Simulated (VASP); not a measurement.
# PbS (Galena) (Fm-3m) in VASP: notebook

Runs on PbS (Galena). Level: PBE. Tasks: single point.

All numbers are computed with VASP 6.6.1; they aren't measurements. Logs are shortened: lines on timing, memory, paths and dates and some standing lists are left out, and cuts for length are marked.

**1. The cell of the first run**

It takes space group Fm-3m (No. 225, cubic). The conventional cell has a = 5.810 Å, b = 5.810 Å, c = 5.810 Å, α = 90.00°, β = 90.00°, γ = 90.00°. Pb (site symmetry m-3m) has 6 S at 2.91 Å within 3.8 Å. Within 3.8 Å of S (site symmetry m-3m) lie 6 Pb at 2.91 Å.

**2. Single point, PBE**

Contents of INCAR:

```
SYSTEM = PbS
  PREC = Accurate
  ENCUT = 520
  EDIFF = 1E-6
  ISMEAR = 0
  SIGMA = 0.01
  LREAL = .FALSE.
  LASPH = .TRUE.
  NELM = 60
  ALGO = Normal
  ISIF = 2
  LWAVE = .FALSE.
  LCHARG = .TRUE.
  GGA = PE
  LELF = .TRUE.
  LVHAR = .TRUE.
  NBANDS = 17
```

Contents of KPOINTS:

```
regular mesh
0
G
  6 6 6
  0 0 0
```

Contents of POSCAR:

```
PbS
1.0
    0.0000000000      2.9052075019      2.9052075019
    2.9052075019      0.0000000000      2.9052075019
    2.9052075019      2.9052075019      0.0000000000
Pb S
1 1
Direct
    0.0000000000      0.0000000000      0.0000000000
    0.5000000000      0.5000000000      0.5000000000
```

Potentials or basis: VASP PAW PBE potentials, release 64 (Pb_d, S).

The run is started by

```console
$ cat potpaw_PBE.64/Pb_d/POTCAR potpaw_PBE.64/S/POTCAR > POTCAR
$ mpirun -np 1 vasp_std > vasp.out
```

OUTCAR:

```text
SYSTEM = PbS
   PREC = Accurate
   ENCUT = 520
   EDIFF = 1E-6
   ISMEAR = 0
   LREAL = .FALSE.
   LASPH = .TRUE.
   NELM = 60
   ISIF = 2
   GGA = PE

 ion  position               nearest neighbor table
   1  0.000  0.000  0.000-   2 2.91   2 2.91   2 2.91   2 2.91   2 2.91   2 2.91
   2  0.500  0.500  0.500-   1 2.91   1 2.91   1 2.91   1 2.91   1 2.91   1 2.91

  LATTYP: Found a face centered cubic cell.
 ALAT       =     5.8104150038

  Lattice vectors:

 A1 = (   0.0000000000,   2.9052075019,   2.9052075019)
 A2 = (   2.9052075019,   0.0000000000,   2.9052075019)
 A3 = (   2.9052075019,   2.9052075019,   0.0000000000)

Analysis of symmetry for initial positions (statically):
=====================================================================
 Subroutine PRICEL returns:
 Original cell was already a primitive cell.

 Routine SETGRP: Setting up the symmetry group for a
 face centered cubic supercell.

 Subroutine GETGRP returns: Found 48 space group operations
 (whereof 48 operations were pure point group operations)
 out of a pool of 48 trial point group operations.

The static configuration has the point symmetry O_h .

Analysis of symmetry for dynamics (positions and initial velocities):
=====================================================================
 Subroutine PRICEL returns:
 Original cell was already a primitive cell.

 Routine SETGRP: Setting up the symmetry group for a
 face centered cubic supercell.

 Subroutine GETGRP returns: Found 48 space group operations
 (whereof 48 operations were pure point group operations)
 out of a pool of 48 trial point group operations.

The dynamic configuration has the point symmetry O_h .

 Subroutine INISYM returns: Found 48 space group operations
 (whereof 48 operations are pure point group operations),
 and found     1 'primitive' translations

----------------------------------------------------------------------------------------

                                     Primitive cell

  volume of cell :      49.0412

  direct lattice vectors                    reciprocal lattice vectors
     0.000000000  2.905207502  2.905207502    -0.172104746  0.172104746  0.172104746
     2.905207502  0.000000000  2.905207502     0.172104746 -0.172104746  0.172104746
     2.905207502  2.905207502  0.000000000     0.172104746  0.172104746 -0.172104746

  length of vectors
     4.108583851  4.108583851  4.108583851     0.298094165  0.298094165  0.298094165

  position of ions in fractional coordinates (direct lattice)
[... 70 lines left out ...]
   EDIFF  = 0.1E-05   stopping-criterion for ELM
   LREAL  =      F    real-space projection
   EDIFFG = 0.1E-04   stopping-criterion for IOM
   NSW    =      0    number of steps for IOM
   IBRION =     -1    ionic relax: 0-MD 1-quasi-New 2-CG
   NFREE  =      0    steps in history (QN), initial steepest desc. (CG)
   ISIF   =      2    stress and relaxation
   ISYM   =      2    0-nonsym 1-usesym 2-fastsym
   POTIM  = 0.5000    time-step for ionic-motion
   TEBEG  =    0.0;   TEEND  =   0.0 temperature during run
   PSTRESS=    0.0 pullay stress
   NELECT =      20.0000    total number of electrons
   NUPDOWN=      -1.0000    fix difference up-down
   EMIN   =  10.00;   EMAX   =-10.00  energy-range for DOS
   EFERMI =   0.00;   METHOD = LEGACY
   ISMEAR =     0;   SIGMA  =   0.01  broadening in eV -4-tet -1-fermi 0-gaus
   EFERMI_NEDOS =   21; number of points for ismear=-14 and -15
   IALGO  =     38    algorithm
   IMIX   =      4    mixing-type and parameters
     AMIX     =   0.40;   BMIX     =  1.00
     AMIX_MAG =   1.60;   BMIX_MAG =  1.00
  volume/ion in A,a.u.               =      24.52       165.47
  Fermi-wavevector in a.u.,A,eV,Ry     =   1.214034  2.294192 20.053350  1.473880
  Thomas-Fermi vector in A             =   2.349467
   LORBIT       =      0    0 simple, 1 ext, 2 COOP (PROOUT), +10 PAW based schemes
   GGA     = PE    functional components
   LHFCALC =     F    Hartree Fock is set to
   AEXX    =    0.0000 exact exchange contribution
   IVDW    =     0    specifies the selected vdW correction
   LEPSILON=     F    determine dielectric tensor
   LRPA    =     F    only Hartree local field effects (RPA)
 non-spin polarized calculation
 Gauss-broadening in eV      SIGMA  =   0.01
  energy-cutoff  :      520.00
  volume of cell :       49.04
 maximum number of plane-waves:      1363
 NGX is ok and might be reduce to    32
   NGX = 15   NGY = 15   NGZ = 15

 number of electron      20.0000001 magnetization

 Free energy of the ion-electron system (eV)
  ---------------------------------------------------
  ext. energy  EPLUGINS =         0.00000000
  ---------------------------------------------------
  free energy    TOTEN  =        -8.67398146 eV

  energy without entropy =       -8.67398146  energy(sigma->0) =       -8.67398146

 E-fermi :   6.8155     XC(G=0):  -9.9781

 val. band max:        6.7462472938   @ k =   0.5000   0.0000   0.0000
 cond. band min:       6.8614216690   @ k =   0.5000   0.0000   0.0000
 fundamental gap:      0.1151743752
 Fermi energy:         6.8155442651

 k-point     1 :       0.0000    0.0000    0.0000
  band No.  band energies     occupation
      1     -10.2735      2.00000
      2     -10.2735      2.00000
      3     -10.2735      2.00000
      4     -10.2589      2.00000
      5     -10.2589      2.00000
      6      -7.5192      2.00000
[... 297 lines left out ...]
      4     -10.2251      2.00000
      5     -10.1959      2.00000
      6      -5.5390      2.00000
[... 9 lines left out ...]
     16      18.6808      0.00000
     17      18.8571      0.00000

------------------------ aborting loop because EDIFF is reached ----------------------------------------

  FORCE on cell =-STRESS in cart. coord.  units (eV):
  Direction    XX          YY          ZZ          XY          YZ          ZX
  --------------------------------------------------------------------------------------
  -------------------------------------------------------------------------------------
  Total        1.9864835      1.9864835      1.9864835      0.0000000      0.0000000      0.0000000
  in kB       64.8984147     64.8984147     64.8984147      0.0000000      0.0000000      0.0000000
  external PRESSURE =      64.8984147 kB  Pullay stress =       0.0000000 kB

 VOLUME and BASIS-vectors are now :
 -----------------------------------------------------------------------------
  energy-cutoff  :      520.00
  volume of cell :       49.04
      direct lattice vectors                 reciprocal lattice vectors
     0.000000000  2.905207502  2.905207502    -0.172104746  0.172104746  0.172104746
     2.905207502  0.000000000  2.905207502     0.172104746 -0.172104746  0.172104746
     2.905207502  2.905207502  0.000000000     0.172104746  0.172104746 -0.172104746

 POSITION                                       TOTAL-FORCE (eV/Angst)
 -----------------------------------------------------------------------------------
      0.00000      0.00000      0.00000         0.000000     -0.000000     -0.000000
      2.90521      2.90521      2.90521        -0.000000      0.000000      0.000000
 -----------------------------------------------------------------------------------
    total drift:                                0.000000     -0.000000     -0.000000

  FREE ENERGIE OF THE ION-ELECTRON SYSTEM (eV)
  ---------------------------------------------------
  free  energy   TOTEN  =        -8.6739814618 eV

  energy  without entropy=       -8.6739814618  energy(sigma->0) =       -8.67398146
```

Wall time 8.2 s (1 thread of AMD EPYC 9R45 (Zen 5), shared host); peak memory 0.14 GiB.

What came out:

```yaml
Free_energy: -8.6740 eV
Pressure: 6.5 GPa
Band_gap_on_the_k_mesh: 0.12 eV, direct
```

Caveat: spin-orbit coupling is left out, which moves the levels of the heavy elements. A k mesh can miss the band edges.

**3. Single point, PBE**

This run uses another cell than the first one, of 25.04 Å³/atom, 1.021 times its volume.

Contents of INCAR:

```
ALGO     = Normal         # electronic algorithm
EDIFF    = 1E-6           # SCF threshold, eV
ENCUT    = 520            # plane-wave cutoff, eV
GGA      = PE             # functional
ISIF     = 2              # what is computed and relaxed
ISMEAR   = 0              # smearing method
LASPH    = True           # aspherical terms in the spheres
LCHARG   = False          # write CHGCAR
LREAL    = False          # projectors in reciprocal space
LWAVE    = False          # write WAVECAR
NBANDS   = 17             # bands
NELM     = 100            # most SCF steps
PREC     = Accurate       # precision mode
SIGMA    = 0.01           # smearing width, eV
```

Contents of KPOINTS:

```
k-points
0
Gamma
  6 6 6
```

Contents of POSCAR:

```
PbS
1.0
    0.0000000000      2.9256673838      2.9256673838
    2.9256673838      0.0000000000      2.9256673838
    2.9256673838      2.9256673838      0.0000000000
Pb S
1 1
Direct
    0.0000000000      0.0000000000      0.0000000000
    0.5000000000      0.5000000000      0.5000000000
```

Potentials or basis: VASP PAW PBE potentials, release 64 (Pb_d, S).

The run is started by

```console
$ cat potpaw_PBE.64/Pb_d/POTCAR potpaw_PBE.64/S/POTCAR > POTCAR
$ mpirun -np 1 vasp_std > vasp.out
```

It took 8.1 s on 1 thread of AMD EPYC 9R45 (Zen 5), shared host; peak memory 0.14 GiB.

Results (log left out):

* Free energy: -8.7115 eV
* Pressure: 4.9 GPa
* Band gap on the k mesh: 0.21 eV, direct

Levels at points of the mesh, in eV from the valence-band top:
```tsv
k point	band 7	band 8	band 9	band 10	band 11	band 12	band 13	band 14
(0.00, 0.00, 0.00)	-6.01	-2.44	-2.44	-2.44	5.29	5.29	5.29	6.57
(0.50, 0.00, 0.00)	-9.15	-2.01	-2.01	0.00	0.21	1.82	1.82	8.66
(0.50, 0.50, 0.00)	-7.32	-5.61	-3.77	-3.77	3.63	5.66	5.79	5.79
```

Caveat: spin-orbit coupling is left out, which moves the levels of the heavy elements. A k mesh can miss the band edges.

**4. Single point, PBE**

This run uses another cell than the first one, of 25.56 Å³/atom, 1.043 times its volume.

Contents of INCAR:

```
SYSTEM = PbS
  ALGO = Normal
  EDIFF = 1E-7
  ENCUT = 520
  GGA = PE
  ISIF = 2
  ISMEAR = 0
  LASPH = .True.
  LCHARG = .True.
  LELF = .True.
  LREAL = .False.
  LVHAR = .True.
  LWAVE = .False.
  NBANDS = 17
  NELM = 80
  PREC = Accurate
  SIGMA = 0.01
```

Contents of KPOINTS:

```
k-points
0
Gamma
  6 6 6
  0 0 0
```

Contents of POSCAR:

```
PbS
1.0
    0.0000000000      2.9458450378      2.9458450378
    2.9458450378      0.0000000000      2.9458450378
    2.9458450378      2.9458450378      0.0000000000
Pb S
1 1
Direct
    0.0000000000      0.0000000000      0.0000000000
    0.5000000000      0.5000000000      0.5000000000
```

The run is started by

```console
$ cat potpaw_PBE.64/Pb_d/POTCAR potpaw_PBE.64/S/POTCAR > POTCAR
$ mpirun -np 1 vasp_std > vasp.out
```

Run time: 9.4 s. Hardware: 1 thread of AMD EPYC 9R45 (Zen 5), shared host; peak memory 0.14 GiB.

The run converged. Its results:

```
Free energy            : -8.7390 eV
Pressure               : 3.4 GPa
Band gap on the k mesh : 0.29 eV, direct
```

Levels at points of the mesh, in eV from the valence-band top:
```csv
k point,band 6,band 7,band 8,band 9,band 10,band 11,band 12,band 13,band 14,band 15
"(0.00, 0.00, 0.00)",-13.81,-6.02,-2.30,-2.30,-2.30,5.25,5.25,5.25,6.65,6.65
"(0.50, 0.00, 0.00)",-12.52,-8.99,-1.89,-1.89,0.00,0.29,1.89,1.89,8.66,10.06
"(0.50, 0.50, 0.00)",-12.05,-7.26,-5.40,-3.60,-3.60,3.75,5.62,5.74,5.74,11.16
```

Caveat: spin-orbit coupling is left out, which moves the levels of the heavy elements. A k mesh can miss the band edges.

**5. Single point, PBE**

This run uses another cell than the first one, of 26.09 Å³/atom, 1.064 times its volume.

Contents of INCAR:

```
PREC = Accurate
ENCUT = 520
EDIFF = 1E-6
ISMEAR = 0
SIGMA = 0.01
LREAL = False
LASPH = True
NELM = 80
ALGO = Normal
ISIF = 2
LWAVE = False
LCHARG = True
GGA = PE
LELF = True
LVHAR = True
NBANDS = 17
```

Contents of KPOINTS:

```
regular mesh
0
Gamma
  6 6 6
```

Contents of POSCAR:

```
PbS
1.0
    0.0000000000      2.9657500000      2.9657500000
    2.9657500000      0.0000000000      2.9657500000
    2.9657500000      2.9657500000      0.0000000000
Pb S
1 1
Direct
    0.0000000000      0.0000000000      0.0000000000
    0.5000000000      0.5000000000      0.5000000000
```

The run is started by

```console
$ cat potpaw_PBE.64/Pb_d/POTCAR potpaw_PBE.64/S/POTCAR > POTCAR
$ mpirun -np 1 vasp_std > vasp.out
```

Wall time 8.2 s (1 thread of AMD EPYC 9R45 (Zen 5), shared host); peak memory 0.15 GiB.

Results (log left out):

```yaml
Free_energy: -8.7576 eV
Pressure: 2.1 GPa
Band_gap_on_the_k_mesh: 0.37 eV, direct
```

Levels at points of the mesh, in eV from the valence-band top:
```tsv
k point	band 6	band 7	band 8	band 9	band 10	band 11	band 12	band 13	band 14	band 15
(0.00, 0.00, 0.00)	-13.60	-6.04	-2.17	-2.17	-2.17	5.21	5.21	5.21	6.73	6.73
(0.50, 0.00, 0.00)	-12.36	-8.85	-1.78	-1.78	0.00	0.37	1.96	1.96	8.66	10.12
(0.50, 0.50, 0.00)	-11.93	-7.20	-5.20	-3.44	-3.44	3.86	5.58	5.68	5.68	11.17
```

Caveat: spin-orbit coupling is left out, which moves the levels of the heavy elements.

**6. Single point, PBE**

This run uses another cell than the first one, of 26.61 Å³/atom, 1.085 times its volume.

Contents of INCAR:

```
SYSTEM = PbS
  PREC = Accurate
  ENCUT = 520
  EDIFF = 1E-6
  ISMEAR = 0
  SIGMA = 0.01
  LREAL = .FALSE.
  LASPH = .TRUE.
  NELM = 80
  ALGO = Normal
  ISIF = 2
  LWAVE = .FALSE.
  LCHARG = .FALSE.
  GGA = PE
  NBANDS = 17
```

Contents of KPOINTS:

```
Automatic mesh
0
G
  6 6 6
  0 0 0
```

Contents of POSCAR:

```
PbS
1.0
    0.0000000000      2.9853913009      2.9853913009
    2.9853913009      0.0000000000      2.9853913009
    2.9853913009      2.9853913009      0.0000000000
Pb S
1 1
Direct
    0.0000000000      0.0000000000      0.0000000000
    0.5000000000      0.5000000000      0.5000000000
```

Potentials or basis: VASP PAW PBE potentials, release 64 (Pb_d, S).

The run is started by

```console
$ cat potpaw_PBE.64/Pb_d/POTCAR potpaw_PBE.64/S/POTCAR > POTCAR
$ mpirun -np 1 vasp_std > vasp.out
```

OUTCAR:

```text
SYSTEM = PbS
   PREC = Accurate
   ENCUT = 520
   EDIFF = 1E-6
   ISMEAR = 0
   LREAL = .FALSE.
   LASPH = .TRUE.
   NELM = 80
   ISIF = 2
   GGA = PE

 ion  position               nearest neighbor table
   1  0.000  0.000  0.000-   2 2.99   2 2.99   2 2.99   2 2.99   2 2.99   2 2.99
   2  0.500  0.500  0.500-   1 2.99   1 2.99   1 2.99   1 2.99   1 2.99   1 2.99

  LATTYP: Found a face centered cubic cell.
 ALAT       =     5.9707826018

  Lattice vectors:

 A1 = (   0.0000000000,   2.9853913009,   2.9853913009)
 A2 = (   2.9853913009,   0.0000000000,   2.9853913009)
 A3 = (   2.9853913009,   2.9853913009,   0.0000000000)

Analysis of symmetry for initial positions (statically):
=====================================================================
 Subroutine PRICEL returns:
 Original cell was already a primitive cell.

 Routine SETGRP: Setting up the symmetry group for a
 face centered cubic supercell.

 Subroutine GETGRP returns: Found 48 space group operations
 (whereof 48 operations were pure point group operations)
 out of a pool of 48 trial point group operations.

The static configuration has the point symmetry O_h .

[... 150 lines left out ...]

 E-fermi :   5.6276     XC(G=0):  -9.5902

 val. band max:        5.5413452834   @ k =   0.5000   0.0000   0.0000
 cond. band min:       5.9775466252   @ k =   0.5000   0.0000   0.0000
 fundamental gap:      0.4362013418
 Fermi energy:         5.6275810791

 k-point     1 :       0.0000    0.0000    0.0000
  band No.  band energies     occupation
      1     -11.2283      2.00000
      2     -11.2283      2.00000
      3     -11.2283      2.00000
      4     -11.2115      2.00000
      5     -11.2115      2.00000
      6      -7.8584      2.00000
[... 297 lines left out ...]
      4     -11.1926      2.00000
      5     -11.1718      2.00000
      6      -6.2388      2.00000
[... 9 lines left out ...]
     16      17.3481      0.00000
     17      17.8327      0.00000

------------------------ aborting loop because EDIFF is reached ----------------------------------------

  FORCE on cell =-STRESS in cart. coord.  units (eV):
  Direction    XX          YY          ZZ          XY          YZ          ZX
  --------------------------------------------------------------------------------------
  -------------------------------------------------------------------------------------
  Total        0.3117377      0.3117377      0.3117377      0.0000000      0.0000000      0.0000000
  in kB        9.3856896      9.3856896      9.3856896      0.0000000      0.0000000      0.0000000
  external PRESSURE =       9.3856896 kB  Pullay stress =       0.0000000 kB

 VOLUME and BASIS-vectors are now :
 -----------------------------------------------------------------------------
  energy-cutoff  :      520.00
  volume of cell :       53.21
      direct lattice vectors                 reciprocal lattice vectors
     0.000000000  2.985391301  2.985391301    -0.167482233  0.167482233  0.167482233
     2.985391301  0.000000000  2.985391301     0.167482233 -0.167482233  0.167482233
     2.985391301  2.985391301  0.000000000     0.167482233  0.167482233 -0.167482233

 POSITION                                       TOTAL-FORCE (eV/Angst)
 -----------------------------------------------------------------------------------
      0.00000      0.00000      0.00000         0.000000     -0.000000     -0.000000
      2.98539      2.98539      2.98539         0.000000      0.000000      0.000000
 -----------------------------------------------------------------------------------
    total drift:                                0.000000     -0.000000     -0.000000

  FREE ENERGIE OF THE ION-ELECTRON SYSTEM (eV)
  ---------------------------------------------------
  free  energy   TOTEN  =        -8.7680593413 eV

  energy  without entropy=       -8.7680593413  energy(sigma->0) =       -8.76805934
```

stdout:

```text
POSCAR found type information on POSCAR PbS
 POSCAR found :  2 types and       2 ions
 scaLAPACK will be used
 LDA part: xc-table for (Slater+PW92), standard interpolation
 POSCAR, INCAR and KPOINTS ok, starting setup
 FFT: planning ... GRIDC
 FFT: planning ... GRID_SOFT
 FFT: planning ... GRID
 WAVECAR not read
 entering main loop
```

Wall time 7.7 s (1 thread of AMD EPYC 9R45 (Zen 5), shared host); peak memory 0.14 GiB.

What came out:

| Item | Value |
| --- | --- |
| Free energy | -8.7681 eV |
| Pressure | 0.9 GPa |
| Band gap on the k mesh | 0.44 eV, direct |

Caveat: spin-orbit coupling is left out, which moves the levels of the heavy elements. A k mesh can miss the band edges.

**7. Overview**

```tsv
cell	gap on the mesh (eV)	pressure (GPa)
a = 4.109 Å, angles 60.0°, 2 atoms	0.12	6.5
a = 4.138 Å, angles 60.0°, 2 atoms	0.21	4.9
a = 4.166 Å, angles 60.0°, 2 atoms	0.29	3.4
a = 4.194 Å, angles 60.0°, 2 atoms	0.37	2.1
a = 4.222 Å, angles 60.0°, 2 atoms	0.44	0.9
```

Alike in all rows: task single point; level PBE; potentials or basis VASP PAW PBE potentials, release 64 (Pb_d, S); no spin polarisation; k mesh 6 × 6 × 6; cutoff (eV) 520; smearing gaussian 0.01 eV.

Caveats: spin-orbit coupling is left out, which moves the levels of the heavy elements.

Total energies depend on the potentials used, so only differences within one code and one set of settings carry meaning.
